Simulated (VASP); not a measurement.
KF (Carobbiite):

```
K F
1.0
     0.00000    2.70937    2.70937
     2.70937    0.00000    2.70937
     2.70937    2.70937    0.00000
K F
1 1
Direct
  0.00000 0.00000 0.00000
  0.50000 0.50000 0.50000
```

| Property | Result |
| --- | --- |
| Program | VASP 6.6.1 |
| Task | relaxation of cell and atoms |
| Functional | PBEsol |
| Potentials or basis | VASP PAW PBE potentials, release 64 (K_sv, F) |
| Cutoff | 600 eV |
| k mesh | 8 × 8 × 8 |
| Occupations | fermi-dirac, width 0.02 eV |
| Spin | no spin polarisation |

At the start: pressure -1.8 GPa; volume 19.89 Å³/atom.

Task: Where does the relaxation end?

Result: Over 4 steps the energy falls by 7.1 meV/atom and the volume is 18.68 Å³/atom (-6.1 %); space group Fm-3m (No. 225, to 0.05 Å).

The path:
| step | energy change (eV) | largest force (eV/Å) | pressure (GPa) | volume (Å³) |
| --- | --- | --- | --- | --- |
| 1 | 0.0000 | 0.0000 | -1.79 | 39.78 |
| 2 | -0.0108 | 0.0000 | -0.94 | 38.51 |
| 3 | -0.0143 | 0.0000 | -0.05 | 37.42 |
| 4 | -0.0143 | 0.0000 | 0.00 | 37.37 |

Final structure:
```cif
data_structure
_symmetry_space_group_name_H-M 'P 1'
_symmetry_Int_Tables_number 1
_cell_length_a 3.7527
_cell_length_b 3.7527
_cell_length_c 3.7527
_cell_angle_alpha 60.000
_cell_angle_beta 60.000
_cell_angle_gamma 60.000
_cell_volume 37.37
loop_
_atom_site_label
_atom_site_type_symbol
_atom_site_fract_x
_atom_site_fract_y
_atom_site_fract_z
_atom_site_occupancy
K1 K 0.00000 0.00000 0.00000 1
F1 F 0.50000 0.50000 0.50000 1
```

Caveat: the PAW data sets were made with another functional, which shifts forces and pressure a little.
